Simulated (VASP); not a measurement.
Crystal: Sn3Br2.

```
CELL_PARAMETERS angstrom
4.62655 0.00000 0.00000
-2.31328 4.00671 0.00000
0.00000 0.00000 7.19817
ATOMIC_POSITIONS crystal
Sn 0.00000 0.00000 0.00000
Sn 0.33333 0.66667 0.64500
Sn 0.66667 0.33333 0.35500
Br 0.33333 0.66667 0.24500
Br 0.66667 0.33333 0.75500
```

| Item | Value |
| --- | --- |
| Program | VASP 6.6.1 |
| Task | relaxation of cell and atoms |
| Functional | PBE |
| Potentials or basis | VASP PAW PBE potentials, release 64 (Sn_d, Br) |
| Cutoff | 500 eV |
| k mesh | 6 × 6 × 4 |
| Occupations | gaussian, width 0.1 eV |
| Spin | no spin polarisation |

At the start: pressure 13.5 GPa; volume 26.69 Å³/atom.

Task: Where does the relaxation end?

Result: Over 68 steps the energy falls by 906.5 meV/atom and the volume is 39.75 Å³/atom (+49.0 %); space group P-3m1 (No. 164, to 0.1 Å) before and after.

Step by step:
```csv
step,energy change (eV),largest force (eV/Å),pressure (GPa),volume (Å³)
1,0.0000,2.3822,13.47,133.43
3,-1.7221,0.7910,-0.49,177.69
5,-1.7965,0.8108,-0.61,176.56
7,-2.3151,0.4635,0.59,158.17
9,-2.3321,0.5265,1.11,155.01
11,-2.4206,0.6811,-0.89,164.07
13,-2.9610,1.0571,-0.44,158.95
15,-3.3805,0.6753,1.02,152.53
17,-3.4637,0.4326,0.96,154.09
19,-3.5613,0.1542,-0.02,159.47
21,-3.5760,0.1582,-0.22,160.81
23,-3.5848,0.1544,0.50,157.73
25,-3.5941,0.1360,0.44,158.37
27,-3.6077,0.1116,0.09,161.03
29,-3.6184,0.1677,-0.41,164.33
31,-3.6768,0.3339,-0.04,165.13
33,-3.8638,0.7314,2.33,164.07
35,-3.8977,0.4750,1.84,164.64
37,-3.9059,0.5199,1.79,165.30
39,-3.9097,0.7519,1.61,168.04
41,-3.9237,0.6621,1.55,167.75
43,-3.9929,0.5070,0.61,172.10
45,-4.0195,0.3157,-1.97,189.91
47,-4.0773,0.3120,-0.95,181.73
49,-4.2991,0.1574,0.92,174.25
51,-4.3268,0.0816,1.97,171.03
53,-4.4144,0.0507,1.65,175.70
55,-4.4486,0.1844,1.52,179.90
57,-4.4940,0.3363,-0.11,189.19
59,-4.5007,0.2707,-0.04,189.31
61,-4.5209,0.1332,0.16,193.64
63,-4.5244,0.1321,-0.03,195.12
65,-4.5281,0.1149,-0.22,197.84
67,-4.5300,0.0797,0.18,199.46
68,-4.5327,0.0370,0.01,198.76
```

Final structure:
```
Sn Br
1.0
     4.61103    0.00000    0.00000
    -2.30551    3.99327    0.00000
     0.00000    0.00000   10.79434
Sn Br
3 2
Direct
  0.00000 0.00000 0.00000
  0.33333 0.66667 0.54085
  0.66667 0.33333 0.45915
  0.33333 0.66667 0.14154
  0.66667 0.33333 0.85846
```

Caveat: the volume moved by over 15 % at a fixed basis, so the end points are rough.
